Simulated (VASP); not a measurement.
**Ta8O21 (a cell with a defect): single point with PBEsol**

System: Ta8O21 (a cell with a defect).

```
Ta O
1.0
     0.00000   11.98467    3.56968
     5.70205    0.00000    3.56968
     5.70205   11.98467    0.00000
Ta O
8 21
Cartesian
  6.5617 10.2750 1.7848
  6.5617 10.2750 5.3545
  4.8424 13.6943 1.7848
  4.8424 13.6943 5.3545
  3.7107 7.7020 1.7848
  9.4127 19.6866 5.3545
  1.9914 4.2827 1.7848
  7.6934 16.2674 5.3545
  7.1943 10.5898 3.5697
  1.4922 10.5898 3.5697
  9.9119 13.3795 3.5697
  4.2098 13.3795 3.5697
  4.3433 7.3872 3.5697
  4.3433 19.3718 3.5697
  7.0608 4.5975 3.5697
  7.0608 16.5822 3.5697
  2.2544 8.7847 1.7848
  7.9564 20.7694 5.3545
  3.4477 3.1999 1.7848
  9.1497 15.1846 5.3545
  5.1054 9.1923 1.7848
  5.1054 9.1923 5.3545
  6.2987 14.7771 1.7848
  6.2987 14.7771 5.3545
  5.7021 11.9847 1.7848
  5.7021 11.9847 5.3545
  2.8510 5.9923 1.7848
  8.5531 17.9770 5.3545
  7.4816 7.7611 3.5697
```

```
Program             : VASP 6.6.1
Task                : single point
Functional          : PBEsol
Potentials or basis : VASP PAW PBE potentials, release 64 (Ta_pv, O)
Cutoff              : 520 eV
k mesh              : 1 × 1 × 1, shifted
Occupations         : gaussian, width 0.01 eV
Spin                : no spin polarisation
```

```yaml
Pressure: 1.3 GPa
Largest_force: 2.016 eV/Å
Band_gap_on_the_k_mesh: 0.04 eV
```

Forces in eV/Å, atoms in the order of the input:
```
Ta  -0.325  0.017  0.656
Ta  -0.325  0.017 -0.656
Ta  -0.196  0.264 -0.013
Ta  -0.196  0.264  0.013
Ta   0.446 -1.195 -1.562
Ta   0.446 -1.195  1.562
Ta  -0.158  0.216 -0.126
Ta  -0.158  0.216  0.126
O    0.086  0.281  0.000
O    0.369 -0.106  0.000
O   -0.023 -0.100  0.000
O   -0.035 -0.117  0.000
O   -0.208  0.157  0.000
O    1.342 -0.149  0.000
O    0.005 -0.076  0.000
O   -0.069  0.051  0.000
O   -1.047  0.913  0.783
O   -1.047  0.913 -0.783
O    0.210 -0.167 -0.004
O    0.210 -0.167  0.004
O   -0.175  0.076 -0.062
O   -0.175  0.076  0.062
O    0.057 -0.033  0.013
O    0.057 -0.033 -0.013
O    0.099 -0.199 -0.049
O    0.099 -0.199  0.049
O    0.166 -0.195  0.346
O    0.166 -0.195 -0.346
O    0.376  0.664  0.000
```

Stress tensor (GPa, compression positive):
```
 2.03 -1.30  0.00
-1.30  1.66  0.00
 0.00  0.00  0.33
```

Levels at points of the mesh, in eV from the valence-band top:
```tsv
k point	band 104	band 105	band 106	band 107	band 108	band 109	band 110	band 111
(0.25, 0.25, 0.25)	-1.12	-0.93	-0.45	0.00	0.04	2.48	2.56	2.82
```

Wall time 15 min on 1 thread of Intel(R) Xeon(R) Platinum 8259CL CPU @ 2.50GHz (Skylake/Cascade Lake) (shared host), peak memory 0.94 GiB.

Caveat: the PAW data sets were made with another functional, which shifts forces and pressure a little; spin-orbit coupling is left out, which moves the levels of the heavy elements.
